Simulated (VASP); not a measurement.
Runs of VASP 6.6.1 on YRuW3. The structure is that of space group Pm-3m (No. 221), or close to it. The cells are those of the table. 

| task | cell | k mesh | cutoff (eV) | gap on the mesh (eV) | pressure (GPa) |
| --- | --- | --- | --- | --- | --- |
| relaxation of cell and atoms | relaxed from a = 4.766 Å, 5 atoms | 8 × 8 × 8 | 600 | none | 0.0 |
| single point | a = 4.762 Å, 5 atoms | 8 × 8 × 8 | 520 | none | (a) |
| relaxation of cell and atoms | relaxed from a = 4.365 Å, 5 atoms | 4 × 4 × 4 | 600 | none | 0.2 |
| single point | a = 4.365 Å, 5 atoms | 4 × 4 × 4 | 520 | none | 72.7 |
| single point | a = 4.766 Å, 5 atoms | 4 × 4 × 4 | 520 | none | 0.7 |

Alike in all rows: level PBE; potentials or basis VASP PAW PBE potentials, release 64 (Y_sv, Ru_pv, W_sv); no spin polarisation; smearing gaussian 0.1 eV.

Task: Fill in the values left out.

Result: (a) 0.5.

Caveats: spin-orbit coupling is left out, which moves the levels of the heavy elements; the relaxation stopped at its first step, so nothing moved (at least some runs); the cell stands under pressure (at least some runs).

A k mesh can miss the band edges, and the runs leave out spin-orbit coupling on Ru, W, Y.

A gap of «none» marks levels without a gap at the run's occupations.
